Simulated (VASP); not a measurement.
A run of VASP 6.6.1 is set up as follows.

File INCAR:

```
PREC = Accurate ; ENCUT = 600
EDIFF = 1E-6 ; ISMEAR = 0
SIGMA = 0.1 ; LREAL = False
LASPH = True ; NELM = 60
ALGO = Normal ; ISIF = 3
LWAVE = False ; LCHARG = False
GGA = PE ; IBRION = 2
NSW = 100 ; EDIFFG = -0.01
```

The input KPOINTS:

```
regular mesh
0
Gamma
  10 10 6
```

File POSCAR:

```
Mg2BeSeO2
1.0
    3.5049650307      0.0000000000      0.0000000000
    0.0000000000      3.5049650307      0.0000000000
    0.0000000000      0.0000000000      5.8742133841
Mg Be Se O
2 1 1 2
Direct
    0.0000000000      0.0000000000      0.7748016275
    0.0000000000      0.0000000000      0.2251983725
    0.5000000000      0.5000000000      0.0000000000
    0.5000000000      0.5000000000      0.5000000000
    0.0000000000      0.5000000000      0.0000000000
    0.5000000000      0.0000000000      0.0000000000
```

Potentials or basis: VASP PAW PBE potentials, release 64 (Mg, Be, Se, O).

Command:

```bash
$ cat potpaw_PBE.64/Mg/POTCAR potpaw_PBE.64/Be/POTCAR potpaw_PBE.64/Se/POTCAR potpaw_PBE.64/O/POTCAR > POTCAR
$ mpirun -np 1 vasp_std > vasp.out
```

Q: Predict the space group after relaxing (to 0.1 Å).

A: P4/mmm (No. 123).

Q: Estimate the relaxed cell.

A: a = 3.503 Å, b = 3.503 Å, c = 5.869 Å, α = 90.00°, β = 90.00°, γ = 90.00°.

Q: What does it give for the band gap on the k mesh?

A: Zero (filled and empty bands overlap).

Forces on the atoms (eV/Å):
```
Mg   0.000  0.000 -0.004
Mg   0.000  0.000  0.004
Be   0.000  0.000  0.000
Se   0.000  0.000  0.000
O    0.000  0.000  0.000
O    0.000  0.000  0.000
```

Caveat: semilocal functionals underestimate gaps, so a narrow gap can read as zero.
